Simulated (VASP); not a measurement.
A run of VASP 6.6.1:

Contents of POSCAR:

```
Ni
1.0
    0.0000000000      1.7380692641      1.7380692641
    1.7380692641      0.0000000000      1.7380692641
    1.7380692641      1.7380692641      0.0000000000
Ni
1
Direct
    0.0000000000      0.0000000000      0.0000000000
```

File INCAR.step1:

```
SYSTEM = Ni
ALGO = Normal ; EDIFF = 1E-4
ENCUT = 520 ; GGA = PE
ISMEAR = 1 ; ISPIN = 2
LASPH = .True. ; LCHARG = .False.
LMAXMIX = 4 ; LREAL = .False.
LWAVE = .True. ; MAGMOM = 0.807
NBANDS = 15 ; NELM = 150
PREC = Accurate ; SIGMA = 1.0
```

Contents of INCAR.step2:

```
SYSTEM = Ni
ALGO = Normal ; EDIFF = 1E-6
ENCUT = 520 ; ISIF = 2
ISMEAR = 1 ; ISPIN = 2
ISTART = 1 ; LASPH = .True.
LCHARG = .False. ; LMAXMIX = 4
LMIXTAU = .True. ; LORBIT = 11
LREAL = .False. ; LWAVE = .False.
MAGMOM = 0.807 ; METAGGA = R2SCAN
NBANDS = 15 ; NELM = 150
PREC = Accurate ; SIGMA = 1.0
```

The input KPOINTS:

```
k-points
0
Gamma
  15 15 15
  0 0 0
```

Potentials or basis: VASP PAW PBE potentials, release 64 (Ni).

Launch:

```bash
$ cat potpaw_PBE.64/Ni/POTCAR > POTCAR
$ cp INCAR.step1 INCAR
$ mpirun -np 1 vasp_std > vasp.out
$ cp INCAR.step2 INCAR
$ mpirun -np 1 vasp_std > vasp.out
```

Hardware: 1 thread of Intel(R) Xeon(R) Platinum 8259CL CPU @ 2.50GHz (Skylake/Cascade Lake), with other jobs on the host.

Q: Estimate the wall time of this run.

A: Wall time 2.3 min on 1 thread of Intel(R) Xeon(R) Platinum 8259CL CPU @ 2.50GHz (Skylake/Cascade Lake), on a shared host, peak memory 0.14 GiB. Counts: k points 120.
